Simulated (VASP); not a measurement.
A run of VASP 6.6.1:

File INCAR:

```
SYSTEM = Hf
ALGO = Fast ; EDIFF = 1E-7
EDIFFG = -0.01 ; ENCUT = 600
GGA = PE ; IBRION = 2
ISIF = 4 ; ISMEAR = 0
LASPH = .TRUE. ; LCHARG = .FALSE.
LREAL = .FALSE. ; LWAVE = .FALSE.
NELM = 60 ; NSW = 60
PREC = Accurate ; SIGMA = 0.05
```

The input KPOINTS:

```
k-points
0
G
  10 10 14
  0 0 0
```

POSCAR

```
Hf
1.0
    4.9261488135      0.0000000000      0.0000000000
   -2.4630744068      4.2661700153      0.0000000000
    0.0000000000      0.0000000000      3.0567866427
Hf
3
Direct
    0.6666666667      0.3333333333      0.5000000000
    0.3333333333      0.6666666667      0.5000000000
    0.0000000000      0.0000000000      0.0000000000
```

Potentials or basis: VASP PAW PBE potentials, release 64 (Hf_pv).

Run with:

```sh
$ cat potpaw_PBE.64/Hf_pv/POTCAR > POTCAR
$ mpirun -np 1 vasp_std > vasp.out
```

Hardware: 1 thread of Intel Xeon 8259CL, with other jobs on the host.

Problem. How long does it take, and how much memory?

Solution. It took 7.6 min on 1 thread of Intel Xeon 8259CL, with other jobs on the host, peak memory 0.29 GiB. Counts: scf iterations 26, k points 112, ion steps 2.
